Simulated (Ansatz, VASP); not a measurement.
## Nb: VASP beside Ansatz

```
CELL_PARAMETERS angstrom
-1.71470 1.71470 1.71470
1.71470 -1.71470 1.71470
1.71470 1.71470 -1.71470
ATOMIC_POSITIONS crystal
Nb 0.00000 0.00000 0.00000
```

Alike in both runs: task single point; functional r2SCAN; k mesh 22 × 22 × 22; occupations fermi-dirac, width 0.1 eV; no spin polarisation.

```csv
,VASP,Ansatz
version,VASP 6.6.1,Ansatz 0.2.0
potentials or method,"VASP PAW PBE potentials, release 64 (Nb_sv), cutoff 520 eV","plane waves (500 eV) with PAW, scalar-relativistic"
valence electrons in the cell,13,13
```

|  | VASP | Ansatz | Ansatz less VASP |
| --- | --- | --- | --- |
| pressure (GPa) | -16.0 | -15.8 | +0.18 |

VASP's potentials were made for PBE, not for r2SCAN. With one functional, cell and mesh, what is left measures potentials, basis and numerics.
